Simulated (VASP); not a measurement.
# MgB2 (P6/mmm) in VASP: a series of runs

The runs below take MgB2 through vibrations by perturbation theory, electric field gradients, with PBEsol.

All numbers are computed with VASP 6.6.1; they aren't measurements. Logs are shortened: lines on timing, memory, paths and dates and some standing lists are left out, and cuts for length are marked.

## (1) The cell of the first run

The structure is hexagonal, space group P6/mmm (No. 191). The conventional cell has a = 3.064 Å, b = 3.064 Å, c = 3.498 Å, α = 90.00°, β = 90.00°, γ = 120.00°. Mg (site symmetry 6/mmm) has 12 B at 2.49 Å and 6 Mg at 3.06 Å within 3.3 Å. B (site symmetry -6m2) has 3 B at 1.77 Å within 2.3 Å.

## (2) Vibrations by perturbation theory, PBEsol

INCAR reads:

```
SYSTEM = MgB2
  ALGO = Normal
  EDIFF = 1E-8
  ENCUT = 520
  GGA = PS
  IBRION = 8
  ISIF = 2
  ISMEAR = -1
  LASPH = .TRUE.
  LCHARG = .TRUE.
  LREAL = .FALSE.
  LWAVE = .FALSE.
  NBANDS = 11
  NELM = 80
  NSW = 1
  PREC = Accurate
  SIGMA = 0.15
```

KPOINTS reads:

```
k-points
0
G
  15 15 12
  0 0 0
```

POSCAR reads:

```
MgB2
1.0
    3.0642156151      0.0000000000      0.0000000000
   -1.5321078075      2.6536885653      0.0000000000
    0.0000000000      0.0000000000      3.4984914478
Mg B
1 2
Direct
    0.0000000000      0.0000000000      0.0000000000
    0.3333333333      0.6666666667      0.5000000000
    0.6666666667      0.3333333333      0.5000000000
```

Potentials or basis: VASP PAW PBE potentials, release 64 (Mg, B).

On the command line:

```sh
$ cat potpaw_PBE.64/Mg/POTCAR potpaw_PBE.64/B/POTCAR > POTCAR
$ mpirun -np 1 vasp_std > vasp.out
```

OUTCAR:

```text
SYSTEM = MgB2
   EDIFF = 1E-8
   ENCUT = 520
   GGA = PS
   IBRION = 8
   ISIF = 2
   ISMEAR = -1
   LASPH = .TRUE.
   LREAL = .FALSE.
   NELM = 80
   NSW = 1
   PREC = Accurate

 ion  position               nearest neighbor table
   1  0.000  0.000  0.000-   2 2.49   3 2.49   2 2.49   3 2.49   2 2.49   2 2.49   3 2.49   3 2.49
                             3 2.49   3 2.49   2 2.49   2 2.49
   2  0.333  0.667  0.500-   3 1.77   3 1.77   3 1.77   1 2.49   1 2.49   1 2.49   1 2.49   1 2.49
                             1 2.49
   3  0.667  0.333  0.500-   2 1.77   2 1.77   2 1.77   1 2.49   1 2.49   1 2.49   1 2.49   1 2.49
                             1 2.49

  LATTYP: Found a hexagonal cell.
 ALAT       =     3.0642156151
 C/A-ratio  =     1.1417249591

  Lattice vectors:

 A1 = (   3.0642156151,   0.0000000000,   0.0000000000)
 A2 = (  -1.5321078075,   2.6536885653,   0.0000000000)
 A3 = (   0.0000000000,   0.0000000000,   3.4984914478)

Analysis of symmetry for initial positions (statically):
=====================================================================
 Subroutine PRICEL returns:
 Original cell was already a primitive cell.

 Routine SETGRP: Setting up the symmetry group for a
 hexagonal supercell.

 Subroutine GETGRP returns: Found 24 space group operations
 (whereof 24 operations were pure point group operations)
 out of a pool of 24 trial point group operations.

The static configuration has the point symmetry D_6h.

Analysis of symmetry for dynamics (positions and initial velocities):
=====================================================================
 Subroutine PRICEL returns:
 Original cell was already a primitive cell.

 Routine SETGRP: Setting up the symmetry group for a
 hexagonal supercell.

 Subroutine GETGRP returns: Found 24 space group operations
 (whereof 24 operations were pure point group operations)
 out of a pool of 24 trial point group operations.

The dynamic configuration has the point symmetry D_6h.

 Subroutine INISYM returns: Found 24 space group operations
 (whereof 24 operations are pure point group operations),
 and found     1 'primitive' translations

----------------------------------------------------------------------------------------

                                     Primitive cell

  volume of cell :      28.4479

  direct lattice vectors                    reciprocal lattice vectors
     3.064215615  0.000000000  0.000000000     0.326347792  0.188416986  0.000000000
    -1.532107808  2.653688565  0.000000000     0.000000000  0.376833971  0.000000000
     0.000000000  0.000000000  3.498491448     0.000000000  0.000000000  0.285837486

  length of vectors
     3.064215615  3.064215615  3.498491448     0.376833971  0.376833971  0.285837486

  position of ions in fractional coordinates (direct lattice)
     0.000000000  0.000000000  0.000000000
     0.333333333  0.666666667  0.500000000
     0.666666667  0.333333333  0.500000000

  ion indices of the primitive-cell ions
   primitive index   ion index
                 1           1
                 2           2
                 3           3

----------------------------------------------------------------------------------------

 KPOINTS: k-points

Automatic generation of k-mesh.
 Grid dimensions read from file:
 generate k-points for:   15   15   12

 Generating k-lattice:
[... 101 lines left out ...]

 number of electron       8.0000000 magnetization

 Free energy of the ion-electron system (eV)
  ---------------------------------------------------
  ext. energy  EPLUGINS =         0.00000000
  ---------------------------------------------------
  free energy    TOTEN  =       -16.24881022 eV

  energy without entropy =      -16.19910624  energy(sigma->0) =      -16.22395823

 E-fermi :   5.3388     XC(G=0): -11.0746

 val. band max:        5.3283896035   @ k =   0.0667  -0.0000   0.0000
 cond. band min:       5.3408462332   @ k =   0.1333  -0.0000   0.3333
 fundamental gap:      0.0124566297
 Fermi energy:         5.3388472967

 k-point     1 :       0.0000    0.0000    0.0000
  band No.  band energies     occupation
      1      -7.1803      2.00000
      2       2.3705      2.00000
      3       5.7342      0.13375
      4       5.7342      0.13375
      5       7.0269      0.00003
      6      11.7099      0.00000
      7      11.7099      0.00000
      8      13.6804      0.00000
      9      15.4689      0.00000
     10      18.1167      0.00000
     11      21.6225      0.00000
[... 309 lines left out ...]
 k-point    24 :       0.4000    0.2000    0.0000
  band No.  band energies     occupation
      1      -2.7622      2.00000
      2      -2.1183      2.00000
      3       0.8751      2.00000
      4       6.1413      0.00946
      5       8.1170      0.00000
      6      11.0568      0.00000
      7      11.3202      0.00000
      8      13.5953      0.00000
      9      14.9794      0.00000
     10      17.3676      0.00000
     11      19.2894      0.00000

 [... further k-points ...]
[... 5 lines left out ...]
  --------------------------------------------------------------------------------------
  -------------------------------------------------------------------------------------
  Total        0.0142589      0.0142589     -0.0264024      0.0000000      0.0000000     -0.0000000
  in kB        0.8030581      0.8030581     -1.4869752      0.0000000      0.0000000     -0.0000000
  external PRESSURE =       0.0397137 kB  Pullay stress =       0.0000000 kB

 VOLUME and BASIS-vectors are now :
 -----------------------------------------------------------------------------
  energy-cutoff  :      520.00
  volume of cell :       28.45
      direct lattice vectors                 reciprocal lattice vectors
     3.064215615  0.000000000  0.000000000     0.326347792  0.188416986  0.000000000
    -1.532107808  2.653688565  0.000000000     0.000000000  0.376833971  0.000000000
     0.000000000  0.000000000  3.498491448     0.000000000  0.000000000  0.285837486

 POSITION                                       TOTAL-FORCE (eV/Angst)
 -----------------------------------------------------------------------------------
      0.00000      0.00000      0.00000        -0.000000      0.000000      0.000000
     -0.00000      1.76913      1.74925         0.000000      0.000000      0.000000
      1.53211      0.88456      1.74925        -0.000000     -0.000000      0.000000
 -----------------------------------------------------------------------------------
    total drift:                                0.000000     -0.000000      0.000000

  FREE ENERGIE OF THE ION-ELECTRON SYSTEM (eV)
  ---------------------------------------------------
  free  energy   TOTEN  =       -16.2488102218 eV

  energy  without entropy=      -16.1991062406  energy(sigma->0) =      -16.22395823

[... ionic steps 2 to 3 ...]

--------------------------------------- Ionic step        4  -------------------------------------------

------------------------ aborting loop because EDIFF is reached ----------------------------------------
[... 11 lines left out ...]
[... ionic steps 8 to 8 ...]

--------------------------------------- Ionic step        9  -------------------------------------------

 Free energy of the ion-electron system (eV)
  ---------------------------------------------------
  ---------------------------------------------------
  free energy    TOTEN  =        -0.04177583 eV

  energy without entropy =       -0.04177584

------------------------ aborting loop because EDIFF is reached ----------------------------------------

 INTERNAL STRAIN TENSOR  FOR ION    2  DIRECTION 3   (eV/Angst):
 -----------------------------------------------------------------------------
     0.00377  0.00000  0.00000
     0.00000  0.00377 -0.00000
     0.00000  0.00000 -0.01075

 INTERNAL STRAIN TENSOR FOR ION    3 for displacements in x,y,z  (eV/Angst):
          X           Y           Z          XY          YZ          ZX
  --------------------------------------------------------------------------------
  x     0.00000    -0.00000     0.00000     3.55376     0.00000     0.00000
  y     3.55376    -3.55376    -0.00000    -0.00000     0.00000     0.00000
  z     0.00000     0.00000     0.00000     0.00000     0.00000     0.00000

 SECOND DERIVATIVES (NOT SYMMETRIZED)
 ------------------------------------
               1X          1Y          1Z          2X          2Y          2Z          3X          3Y          3Z
  1X    -4.907694   -0.000000    0.000000    2.453847    0.000000    0.000000    2.453847    0.000000    0.000000
  1Y    -0.000000   -4.907694    0.000000    0.000000    2.453847    0.000000    0.000000    2.453847    0.000000
  1Z    -0.000000    0.000000   -7.065432    0.000000    0.000000    3.532716    0.000000    0.000000    3.532716
  2X     2.461619    0.000000    0.000000   -8.700308   -0.000000    0.000000    6.238689    0.000000    0.000000
  2Y     0.000000    2.461619    0.000000   -0.000000   -8.700308    0.000000    0.000000    6.238689    0.000000
  2Z    -0.000000    0.000000    3.532066   -0.000000    0.000000  -11.250648    0.000000    0.000000    7.718582
  3X     2.461619    0.000000    0.000000    6.238689    0.000000    0.000000   -8.700308   -0.000000    0.000000
  3Y     0.000000    2.461619    0.000000    0.000000    6.238689    0.000000   -0.000000   -8.700308    0.000000
  3Z    -0.000000    0.000000    3.532066    0.000000    0.000000    7.718582   -0.000000    0.000000  -11.250648

 Eigenvectors and eigenvalues of the dynamical matrix
 ----------------------------------------------------

   1 f  =   20.708214 THz   130.113547 2PiTHz  690.751672 cm-1    85.642254 meV
             X         Y         Z           dx          dy          dz
      0.000000  0.000000  0.000000     0.000000    0.000000    0.000000
     -0.000000  1.769126  1.749246     0.000000    0.000000   -0.707107
      1.532108  0.884563  1.749246    -0.000000   -0.000000    0.707107
[... 43 lines left out ...]
   9 f/i=    0.008086 THz     0.050806 2PiTHz    0.269719 cm-1     0.033441 meV
             X         Y         Z           dx          dy          dz
      0.000000  0.000000  0.000000    -0.226853   -0.691762    0.000000
     -0.000000  1.769126  1.749246    -0.151058   -0.460633    0.000000
      1.532108  0.884563  1.749246    -0.151058   -0.460633    0.000000

--------------------------------------------------------------------------------------------------------

 ELASTIC MODULI CONTR FROM IONIC RELAXATION (kBar)
 Direction    XX          YY          ZZ          XY          YZ          ZX
 --------------------------------------------------------------------------------
 XX         -95.2237     95.2237      0.0000     -0.0000      0.0000      0.0000
 YY          95.2237    -95.2237     -0.0000     -0.0000     -0.0000      0.0000
 ZZ           0.0000     -0.0000     -0.0000     -0.0000     -0.0000      0.0000
 XY          -0.0000     -0.0000     -0.0000    -95.2237      0.0000      0.0000
 YZ           0.0000     -0.0000     -0.0000      0.0000     -0.0000      0.0000
 ZX           0.0000      0.0000      0.0000      0.0000      0.0000      0.0000
 --------------------------------------------------------------------------------
```

Run time: 3.5 min. Hardware: 1 thread of Intel Xeon 6975P-C (Granite Rapids), shared host; peak memory 0.71 GiB.

Results:

* Highest phonon frequency at Γ, LO-TO splitting left out: 691 cm⁻¹

Phonon frequencies in cm⁻¹ (negative: imaginary):
```
              q point                    frequencies
(0.000, 0.000, 0.000)  0 0 0 342 342 410 613 613 691
```

Caveat: the PAW data sets were made with another functional, which shifts forces and pressure a little.

## (3) Electric field gradients, PBEsol

INCAR reads:

```
PREC = Accurate
ENCUT = 520
EDIFF = 1E-8
ISMEAR = -1
SIGMA = 0.15
LREAL = F
LASPH = T
NELM = 100
ALGO = Normal
ISIF = 2
LWAVE = F
LCHARG = F
GGA = PS
LEFG = T
NBANDS = 11
```

KPOINTS reads:

```
Automatic mesh
0
Gamma
  15 15 12
```

POSCAR reads:

```
MgB2
1.0
    3.0642156131      0.0000000000      0.0000000000
   -1.5321078066      2.6536885636      0.0000000000
    0.0000000000      0.0000000000      3.4984914478
Mg B
1 2
Direct
    0.0000000000      0.0000000000      0.0000000000
    0.3333333333      0.6666666667      0.5000000000
    0.6666666667      0.3333333333      0.5000000000
```

Potentials or basis: VASP PAW PBE potentials, release 64 (Mg, B).

On the command line:

```sh
$ cat potpaw_PBE.64/Mg/POTCAR potpaw_PBE.64/B/POTCAR > POTCAR
$ mpirun -np 1 vasp_std > vasp.out
```

OUTCAR:

```text
PREC = Accurate
   ENCUT = 520
   EDIFF = 1E-8
   ISMEAR = -1
   LREAL = F
   LASPH = T
   NELM = 100
   ISIF = 2
   GGA = PS

 ion  position               nearest neighbor table
   1  0.000  0.000  0.000-   2 2.49   3 2.49   2 2.49   3 2.49   3 2.49   3 2.49   2 2.49   2 2.49
                             3 2.49   3 2.49   2 2.49   2 2.49
   2  0.333  0.667  0.500-   3 1.77   3 1.77   3 1.77   1 2.49   1 2.49   1 2.49   1 2.49   1 2.49
                             1 2.49
   3  0.667  0.333  0.500-   2 1.77   2 1.77   2 1.77   1 2.49   1 2.49   1 2.49   1 2.49   1 2.49
                             1 2.49

  LATTYP: Found a hexagonal cell.
 ALAT       =     3.0642156131
 C/A-ratio  =     1.1417249598

  Lattice vectors:

 A1 = (   3.0642156131,   0.0000000000,   0.0000000000)
 A2 = (  -1.5321078066,   2.6536885636,   0.0000000000)
 A3 = (   0.0000000000,   0.0000000000,   3.4984914478)

Analysis of symmetry for initial positions (statically):
[... 537 lines left out ...]
     0.000000000  0.000000000  3.498491448     0.000000000  0.000000000  0.285837486

 POSITION                                       TOTAL-FORCE (eV/Angst)
 -----------------------------------------------------------------------------------
      0.00000      0.00000      0.00000        -0.000000      0.000000      0.000000
     -0.00000      1.76913      1.74925         0.000000     -0.000000      0.000000
      1.53211      0.88456      1.74925        -0.000000      0.000000      0.000000
 -----------------------------------------------------------------------------------
    total drift:                                0.000000     -0.000000      0.000000

  FREE ENERGIE OF THE ION-ELECTRON SYSTEM (eV)
  ---------------------------------------------------
  free  energy   TOTEN  =       -16.2488102223 eV

  energy  without entropy=      -16.1991062411  energy(sigma->0) =      -16.22395823

 Electric field gradients (V/A^2)
---------------------------------------------------------------------
 ion       V_xx      V_yy      V_zz      V_xy      V_xz      V_yz
---------------------------------------------------------------------
   1       0.259     0.259    -0.519    -0.000     0.000    -0.000
   2      -9.585    -9.585    19.170    -0.000     0.000     0.000
   3      -9.585    -9.585    19.170    -0.000     0.000     0.000
---------------------------------------------------------------------

 Electric field gradients after diagonalization (V/A^2)
 (convention: |V_zz| > |V_xx| > |V_yy|)
----------------------------------------------------------------------
 ion       V_xx      V_yy      V_zz     asymmetry (V_yy - V_xx)/ V_zz
----------------------------------------------------------------------
   1       0.259     0.259    -0.519       0.000
   2      -9.585    -9.585    19.170       0.000
   3      -9.585    -9.585    19.170       0.000
----------------------------------------------------------------------

           NMR quadrupolar parameters

 Cq : quadrupolar parameter    Cq=e*Q*V_zz/h
 eta: asymmetry parameters     (V_yy - V_xx)/ V_zz
 Q  : nuclear electric quadrupole moment in mb (millibarn)
----------------------------------------------------------------------
 ion       Cq(MHz)       eta       Q (mb)
----------------------------------------------------------------------
   1      -0.001       0.000       1.000
   2       0.046       0.000       1.000
   3       0.046       0.000       1.000
----------------------------------------------------------------------
```

It took 57 s on 1 thread of Intel Xeon 8259CL, shared host; peak memory 0.19 GiB.

Results:

- Free energy: -16.2488 eV
- Pressure: 0.0 GPa
- Band gap on the k mesh: zero (band 4 reaches 7.17 eV, above the bottom of band 5 at 3.29 eV)

Levels at points of the mesh, in eV from the Fermi level:
| k point | band 1 | band 2 | band 3 | band 4 | band 5 | band 6 | band 7 | band 8 | band 9 |
| --- | --- | --- | --- | --- | --- | --- | --- | --- | --- |
| (0.00, 0.00, 0.00) | -12.52 | -2.97 | 0.40 | 0.40 | 1.69 | 6.37 | 6.37 | 8.34 | 10.13 |
| (0.00, 0.00, 0.50) | -11.21 | -7.53 | 0.78 | 0.78 | 6.69 | 6.69 | 8.08 | 10.13 | 10.21 |

Electric field gradients, principal values (V/Å²):
```tsv
atom	least	middle	greatest (by size)
1 Mg	0.259	0.259	-0.519
2 B	-9.585	-9.585	19.170
3 B	-9.585	-9.585	19.170
```

Caveat: without QUAD_EFG the Cq values of the log hold for a quadrupole moment of 1 mb, not for the nuclei; the PAW data sets were made with another functional, which shifts forces and pressure a little.
